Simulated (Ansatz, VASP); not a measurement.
## Two plane-wave programs on Ni

File INCAR:

```
PREC = Accurate
ENCUT = 520
EDIFF = 1E-6
ISMEAR = -1
SIGMA = 0.1
LREAL = False
LASPH = True
NELM = 150
ALGO = Normal
ISIF = 2
LWAVE = False
LCHARG = False
ISPIN = 2
MAGMOM = 1.5 1.5
LORBIT = 11
LMAXMIX = 4
GGA = PS
NBANDS = 21
```

The input KPOINTS:

```
Automatic mesh
0
Gamma
  13 13 7
```

POSCAR

```
Ni
1.0
    2.4480230000      0.0000000000      0.0000000000
   -1.2240110000      2.1200500000      0.0000000000
    0.0000000000      0.0000000000      4.0728080000
Ni
2
Direct
    0.3333333333      0.6666666667      0.2500000000
    0.6666666667      0.3333333333      0.7500000000
```

Input for Ansatz:

```yaml
crystal:
  lattice:
    - [2.448023, 0.0, 0.0]
    - [-1.224011, 2.12005, 0.0]
    - [0.0, 0.0, 4.072808]
  atoms:
    - { symbol: Ni, position: [0.3333333333333333, 0.6666666666666666, 0.25], spin: 1.5 }
    - { symbol: Ni, position: [0.6666666666666666, 0.3333333333333333, 0.75], spin: 1.5 }
basis:
  ecutwfc: 421.77648681281397
kpoints:
  mp_grid:
    grid: [13, 13, 7]
hamiltonian:
  xc: pbesol
magnetization:
  spin_polarized: true
scf:
  occupations:
    method: fermi_dirac
```

Alike in both runs: task single point; functional PBEsol; k mesh 13 × 13 × 7; collinear spin.

|  | VASP | Ansatz |
| --- | --- | --- |
| version | VASP 6.6.1 | Ansatz 0.2.0 |
| potentials or method | VASP PAW PBE potentials, release 64 (Ni), cutoff 520 eV | plane waves, PAW |
| occupations | fermi-dirac, width 0.1 eV | fermi-dirac |
| valence electrons in the cell | 20 | 36 |

Ansatz gave:

| Property | Result |
| --- | --- |
| net moment per atom (μB) | 0.62 |
| size of the moment on the site where the two differ most (μB) | 0.66 |

**Question.** Estimate VASP's values.

**Answer.** net moment per atom (μB): 0.61; size of the moment on the site where the two differ most (μB): 0.62.

VASP's potentials were made for PBE, not for PBEsol. Site moments also hang on the region over which each program counts them. VASP's potentials hold 20 valence electrons a cell and Ansatz's 36, so a difference there can come from the potentials and not from the codes.
